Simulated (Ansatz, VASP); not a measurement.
# BaF2 in VASP and in Ansatz

INCAR

```
  ALGO = Normal
  EDIFF = 1E-8
  ENCUT = 520
  GGA = CA
  GGA_COMPAT = False
  ISIF = 2
  ISMEAR = -1
  LASPH = True
  LCHARG = False
  LEFG = True
  LREAL = False
  LWAVE = False
  NBANDS = 19
  NELM = 120
  PREC = Accurate
  SIGMA = 0.01
```

KPOINTS

```
k-points
0
Gamma
  8 8 8
```

The input POSCAR:

```
BaF2
1.0
    0.0000000000      3.1205807308      3.1205807308
    3.1205807308      0.0000000000      3.1205807308
    3.1205807308      3.1205807308      0.0000000000
Ba F
1 2
Direct
    0.0000000000      0.0000000000      0.0000000000
    0.2500000000      0.2500000000      0.2500000000
    0.7500000000      0.7500000000      0.7500000000
```

Input for Ansatz:

```yaml
crystal:
  lattice:
    - [0.0, 3.1205807308, 3.1205807308]
    - [3.1205807308, 0.0, 3.1205807308]
    - [3.1205807308, 3.1205807308, 0.0]
  atoms:
    - { symbol: Ba, position: [0.0, 0.0, 0.0] }
    - { symbol: F, position: [0.25, 0.25, 0.25] }
    - { symbol: F, position: [0.75, 0.75, 0.75] }
kpoints:
  mp_grid: { grid: [8, 8, 8] }
scf:
  occupations: { method: fermi_dirac, width: 0.01 }
hamiltonian:
  xc: lda
  pseudopotentials: { kind: all_electron, datasets: crystal }
output:
  forces: true
  stress: true
  eigenvalues: true
  efg: { contact_densities: true }
```

Change from the starting cell: volume scaled by 1.02, crystal datasets.

Alike in both runs: task electric field gradients; functional LDA; k mesh 8 × 8 × 8; occupations fermi-dirac, width 0.01 eV; no spin polarisation.

|  | VASP | Ansatz |
| --- | --- | --- |
| version | VASP 6.6.1 | Ansatz 0.2.0 |
| potentials or method | VASP PAW LDA potentials, release 64 (Ba_sv, F), cutoff 520 eV | all-electron PAW with datasets made for the crystal, scalar-relativistic |

```tsv
	VASP	Ansatz	Ansatz less VASP
gap on the k mesh at the Fermi level (eV)	6.31	6.36	+0.056
pressure (GPa)	-4.4	-5.5	-1.08
```

LDA's correlation is that of Perdew and Zunger in VASP and of Perdew and Wang (1992) in Ansatz. Ansatz ran all-electron here, and VASP with PAW potentials.

Neither program's run includes spin-orbit coupling.
